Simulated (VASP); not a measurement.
**Y: single point with LDA**

The system is Y.

```
Y
1.0
     3.54322    0.00000    0.00000
    -1.77161    3.06852    0.00000
     0.00000    0.00000    5.50519
Y
2
Direct
  0.33333 0.66667 0.25000
  0.66667 0.33333 0.75000
```

| Quantity | Value |
| --- | --- |
| Program | VASP 6.6.1 |
| Task | single point |
| Functional | LDA |
| Potentials or basis | VASP PAW LDA potentials, release 64 (Y_sv) |
| Cutoff | 520 eV |
| k mesh | 15 × 15 × 8 |
| Occupations | gaussian, width 0.1 eV |
| Spin | no spin polarisation |

```yaml
Pressure: -0.1 GPa
Band_gap_on_the_k_mesh: zero (band 11 reaches 4.64 eV, above the bottom of band 12 at 2.87 eV)
```

Levels at points of the mesh, in eV from the Fermi level:
| k point | band 7 | band 8 | band 9 | band 10 | band 11 | band 12 | band 13 | band 14 | band 15 | band 16 |
| --- | --- | --- | --- | --- | --- | --- | --- | --- | --- | --- |
| (0.00, 0.00, 0.00) | -22.00 | -21.95 | -4.81 | -2.02 | 1.35 | 1.75 | 1.75 | 2.18 | 2.45 | 2.45 |
| (0.00, 0.00, 0.50) | -22.07 | -22.07 | -3.24 | -3.24 | 1.01 | 1.01 | 1.65 | 1.65 | 1.65 | 1.65 |

It took 84 s on 1 thread of Intel(R) Xeon(R) 6975P-C (Granite Rapids), on a shared host, peak memory 0.26 GiB.
